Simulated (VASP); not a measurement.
Here is a VASP 6.6.1 calculation.

POSCAR

```
WSeS
1.0
    3.2481130000      0.0000000000      0.0000000000
   -1.6240570000      2.8129480000      0.0000000000
    0.0000000000      0.0000000000     13.4587630000
W Se S
2 2 2
Direct
    0.3333333333      0.6666666667      0.2568470000
    0.6666666667      0.3333333333      0.7431530000
    0.3333333333      0.6666666667      0.8692760000
    0.6666666667      0.3333333333      0.1307240000
    0.6666666667      0.3333333333      0.3702380000
    0.3333333333      0.6666666667      0.6297620000
```

INCAR.step1

```
SYSTEM = WSeS
PREC = Accurate
ENCUT = 520
ISMEAR = -1
SIGMA = 0.1
LREAL = .FALSE.
LASPH = .TRUE.
NELM = 100
NBANDS = 35
GGA = PE
ALGO = Normal
EDIFF = 1E-4
LWAVE = .TRUE.
LCHARG = .FALSE.
```

File INCAR.step2:

```
SYSTEM = WSeS
PREC = Accurate
ENCUT = 520
EDIFF = 1E-7
ISMEAR = -1
SIGMA = 0.1
LREAL = .FALSE.
LASPH = .TRUE.
NELM = 100
ALGO = Normal
ISIF = 2
LWAVE = .FALSE.
LCHARG = .TRUE.
METAGGA = R2SCAN
LMIXTAU = .TRUE.
LELF = .TRUE.
LVHAR = .TRUE.
NBANDS = 35
ISTART = 1
```

KPOINTS

```
regular mesh
0
G
  9 9 2
  0 0 0
```

Potentials or basis: VASP PAW PBE potentials, release 64 (W_sv, Se, S).

Command:

```bash
$ cat potpaw_PBE.64/W_sv/POTCAR potpaw_PBE.64/Se/POTCAR potpaw_PBE.64/S/POTCAR > POTCAR
$ cp INCAR.step1 INCAR
$ mpirun -np 1 vasp_std > vasp.out
$ cp INCAR.step2 INCAR
$ mpirun -np 1 vasp_std > vasp.out
```

(1) Estimate the largest force.

(2) Estimate the pressure.

Results:

(1) 0.018 eV/Å.

(2) 0.0 GPa.

Caveat: the PAW data sets were made with another functional, which shifts forces and pressure a little.
